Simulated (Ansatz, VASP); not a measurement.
# One calculation of PtS2, two programs

```
CELL_PARAMETERS angstrom
3.55264 0.00000 0.00000
-1.77632 3.07668 0.00000
0.00000 0.00000 5.12271
ATOMIC_POSITIONS crystal
Pt 0.00000 0.00000 0.00000
S 0.33333 0.66667 0.23926
S 0.66667 0.33333 0.76074
```

Alike in both runs: task single point; functional r2SCAN; k mesh 12 × 12 × 6; no spin polarisation.

|  | VASP | Ansatz |
| --- | --- | --- |
| version | VASP 6.6.1 | Ansatz 0.2.0 |
| potentials or method | VASP PAW PBE potentials, release 64 (Pt, S) | plane waves, PAW |
| plane-wave cutoff (eV) | 520 | 500 |
| occupations | gaussian, width 0.01 eV | fixed |
| valence electrons in the cell | 22 | 30 |

```tsv
	VASP	Ansatz	Ansatz less VASP
gap on the k mesh at the Fermi level (eV)	0.87	0.87	+0.006
pressure (GPa)	1.2	1.3	+0.08
rms of the force components (eV/Å)	0.023	0.021	-0.0023
```

VASP's potentials were made for PBE, not for r2SCAN. Atom by atom the forces differ by 0.002 eV/Å (rms over components). VASP's potentials hold 22 valence electrons a cell and Ansatz's 30, so a difference there can come from the potentials and not from the codes.

Neither program's run includes spin-orbit coupling.
